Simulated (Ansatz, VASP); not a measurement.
**One calculation of NiO, two programs**

File INCAR:

```
SYSTEM = NiO
ALGO = Normal
EDIFF = 1E-7
ENCUT = 520
GGA = PE
ISIF = 2
ISMEAR = 0
ISPIN = 2
LASPH = .TRUE.
LCHARG = .TRUE.
LELF = .TRUE.
LMAXMIX = 4
LORBIT = 11
LREAL = .FALSE.
LVHAR = .TRUE.
LWAVE = .FALSE.
MAGMOM = 1.62 0
NBANDS = 19
NELM = 150
PREC = Accurate
SIGMA = 0.05
```

File KPOINTS:

```
k-points
0
G
  8 8 8
  0 0 0
```

File POSCAR:

```
NiO
1.0
    0.0000000000      2.1169275543      2.1169275543
    2.1169275543      0.0000000000      2.1169275543
    2.1169275543      2.1169275543      0.0000000000
Ni O
1 1
Direct
    0.0000000000      0.0000000000      0.0000000000
    0.5000000000      0.5000000000      0.5000000000
```

Input for Ansatz:

```yaml
crystal:
  lattice:
    - [0.0, 2.1169275543, 2.1169275543]
    - [2.1169275543, 0.0, 2.1169275543]
    - [2.1169275543, 2.1169275543, 0.0]
  atoms:
    - { symbol: Ni, position: [0.0, 0.0, 0.0], spin: 1.62 }
    - { symbol: O, position: [0.5, 0.5, 0.5] }
basis:
  ecutwfc: 420
  ecutrho_ratio: 4
kpoints:
  mp_grid: { grid: [8, 8, 8] }
hamiltonian:
  xc: pbe
scf:
  occupations: { method: gaussian, width: 0.05 }
output:
  forces: true
  stress: true
  eigenvalues: true
  populations: true
magnetization:
  spin_polarized: true
```

Alike in both runs: task single point; functional PBE; k mesh 8 × 8 × 8; occupations gaussian, width 0.05 eV; collinear spin.

```csv
,VASP,Ansatz
version,VASP 6.6.1,Ansatz 0.2.0
potentials or method,"VASP PAW PBE potentials, release 64 (Ni, O), cutoff 520 eV","scalar-relativistic, plane waves, PAW"
valence electrons in the cell,16,24
```

|  | VASP | Ansatz | Ansatz less VASP |
| --- | --- | --- | --- |
| gap on the k mesh at the Fermi level (eV) | none | none | - |
| pressure (GPa) | -1.9 | -1.8 | +0.18 |
| net moment per atom (μB) | 0.93 | 0.93 | +0.003 |
| size of the moment on the site where the two differ most (μB) | 1.51 | 1.50 | -0.018 |

Site moments also hang on the region over which each program counts them. A gap of «none» marks a metal or a gap that the smearing closes. The functional is the same, so the differences come from potentials, cutoffs and numerics. VASP's potentials hold 16 valence electrons a cell and Ansatz's 24, so a difference there can come from the potentials and not from the codes.
